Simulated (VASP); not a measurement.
AlC6: single point with PBE+D3(BJ)

The system is AlC6.

```xyz
7
Lattice="4.2702 0.0000 0.0000 -2.1351 3.6981 0.0000 0.0000 0.0000 5.8420" Properties=species:S:1:pos:R:3 pbc="T T T"
Al    0.0000    0.0000    2.9210
C     2.8462    0.0000    0.0000
C     0.7120    1.2332    0.0000
C    -1.4231    2.4649    0.0000
C     1.4239    0.0000    0.0000
C    -0.7120    1.2332    0.0000
C     1.4231    2.4649    0.0000
```

```
Program             : VASP 6.6.1
Task                : single point
Functional          : PBE
Dispersion          : D3(BJ)
Potentials or basis : VASP PAW PBE potentials, release 64 (Al, C)
Cutoff              : 520 eV
k mesh              : 12 × 12 × 8
Occupations         : gaussian, width 0.1 eV
Spin                : no spin polarisation
```

```json
{"Pressure": "0.3 GPa", "Dispersion energy per atom": "-0.194 eV"}
```

Stress tensor (GPa, compression positive):
```
0.40 0.00 0.00
0.00 0.40 0.00
0.00 0.00 0.00
```

Levels at points of the mesh, in eV from the Fermi level:
| k point | band 10 | band 11 | band 12 | band 13 | band 14 | band 15 | band 16 | band 17 |
| --- | --- | --- | --- | --- | --- | --- | --- | --- |
| (0.00, 0.00, 0.00) | -4.01 | -4.01 | -1.25 | -1.25 | -1.06 | -1.06 | 2.22 | 3.32 |
| (0.50, 0.00, 0.00) | -6.75 | -6.49 | -3.88 | -3.53 | -0.91 | 0.24 | 2.25 | 3.56 |
| (0.00, 0.00, 0.50) | -4.01 | -4.01 | -1.38 | -1.38 | -1.11 | -1.11 | 0.33 | 3.95 |
| (0.50, 0.00, 0.50) | -7.12 | -6.62 | -3.62 | -2.84 | -0.07 | 0.39 | 1.49 | 2.82 |

Run time: 110 s on 1 thread of AMD EPYC 9R45 96-Core Processor (Zen 5), with other jobs on the host, peak memory 0.28 GiB.

Caveat: pairwise dispersion overbinds metals, which lowers pressure and volume.
